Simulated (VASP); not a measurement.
HgTe (Coloradoite): single point with r2SCAN

HgTe (Coloradoite):

```
Hg Te
1.0
     0.00000    3.25680    3.25680
     3.25680    0.00000    3.25680
     3.25680    3.25680    0.00000
Hg Te
1 1
Direct
  0.00000 0.00000 0.00000
  0.75000 0.75000 0.75000
```

- Program: VASP 6.6.1
- Task: single point
- Functional: r2SCAN
- Potentials or basis: VASP PAW PBE potentials, release 64 (Hg, Te)
- Cutoff: 520 eV
- k mesh: 7 × 7 × 7
- Occupations: fermi-dirac, width 0.05 eV
- Spin: no spin polarisation

| Item | Value |
| --- | --- |
| Pressure | 1.3 GPa |
| Band gap on the k mesh | zero (filled and empty bands touch) |

Levels at points of the mesh, in eV from the Fermi level:
```tsv
k point	band 6	band 7	band 8	band 9	band 10	band 11	band 12	band 13
(0.00, 0.00, 0.00)	-7.01	-0.52	-0.04	-0.04	-0.04	4.57	4.57	4.57
```

Run time: 42 s on 1 thread of Intel(R) Xeon(R) 6975P-C (Granite Rapids), on a shared host, peak memory 0.21 GiB.

Caveat: the PAW data sets were made with another functional, which shifts forces and pressure a little; spin-orbit coupling is left out, which moves the levels of the heavy elements.
